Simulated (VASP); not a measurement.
SnO:

```
Sn O
1.0
     3.81370    0.00000    0.00000
     0.00000    3.81370    0.00000
     0.00000    0.00000    4.88691
Sn O
2 2
Direct
  0.50000 0.00000 0.76463
  0.00000 0.50000 0.23537
  0.00000 0.00000 0.00000
  0.50000 0.50000 0.00000
```

```yaml
Program: VASP 6.6.1
Task: relaxation of cell and atoms
Functional: b88 exchange, pbe correlation
Potentials_or_basis: VASP PAW PBE potentials, release 64 (Sn_d, O)
Cutoff: 600 eV
k_mesh: 7 × 7 × 6
Occupations: fermi-dirac, width 0.05 eV
Spin: no spin polarisation
```

At the start: pressure 3.5 GPa; volume 17.77 Å³/atom.

Question: Where does the relaxation end?

Answer: Over 11 steps the energy falls by 7.5 meV/atom and the volume is 18.75 Å³/atom (+5.5 %); space group P4/nmm (No. 129, to 0.1 Å) before and after.

The path:
| step | energy change (eV) | largest force (eV/Å) | pressure (GPa) | volume (Å³) |
| --- | --- | --- | --- | --- |
| 1 | 0.0000 | 0.4183 | 3.46 | 71.08 |
| 2 | -0.0029 | 0.6338 | -2.54 | 75.10 |
| 3 | -0.0257 | 0.1436 | 0.20 | 73.10 |
| 4 | -0.0274 | 0.0858 | 0.12 | 73.41 |
| 5 | -0.0281 | 0.0171 | 0.04 | 73.79 |
| 6 | -0.0286 | 0.0091 | 0.06 | 73.93 |
| 7 | -0.0296 | 0.0138 | 0.12 | 74.33 |
| 8 | -0.0297 | 0.0587 | 0.27 | 75.12 |
| 9 | -0.0300 | 0.0413 | 0.20 | 74.80 |
| 10 | -0.0296 | 0.0758 | -0.38 | 75.38 |
| 11 | -0.0301 | 0.0026 | 0.00 | 74.99 |

Final structure:
```xyz
4
Lattice="3.8636 0.0000 0.0000 0.0000 3.8636 0.0000 0.0000 0.0000 5.0238" Properties=species:S:1:pos:R:3 pbc="T T T"
Sn    1.9318    0.0000    3.8624
Sn    0.0000    1.9318    1.1614
O     0.0000    0.0000    0.0000
O     1.9318    1.9318    0.0000
```

Caveat: the PAW data sets were made with another functional, which shifts forces and pressure a little.
